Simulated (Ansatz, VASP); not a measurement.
## BeS in VASP and in Ansatz

```xyz
2
Lattice="0.0000 2.4188 2.4188 2.4188 0.0000 2.4188 2.4188 2.4188 0.0000" Properties=species:S:1:pos:R:3 pbc="T T T"
Be    0.0000    0.0000    0.0000
S     1.2094    1.2094    1.2094
```

Alike in both runs: functional PBEsol; k mesh 8 × 8 × 8; occupations gaussian, width 0.02 eV; no spin polarisation.

Ansatz relaxed the structure, and its values are those at the end. VASP's run is a single point on that final structure, the one shown.

```csv
,VASP,Ansatz
version,VASP 6.6.1,Ansatz 0.2.0
potentials or method,"VASP PAW PBE potentials, release 64 (Be, S), cutoff 600 eV","scalar-relativistic, plane waves, PAW"
valence electrons in the cell,8,8
```

|  | VASP | Ansatz | Ansatz less VASP |
| --- | --- | --- | --- |
| gap on the k mesh at the Fermi level (eV) | 2.91 | 2.91 | -0.002 |
| least direct gap on the mesh (eV) | 5.61 | 5.58 | -0.025 |
| pressure (GPa) | 0.2 | 0.0 | -0.21 |

VASP's potentials were made for PBE, not for PBEsol, and Ansatz warns of the same on its side. The functional is the same, so the differences come from potentials, cutoffs and numerics.
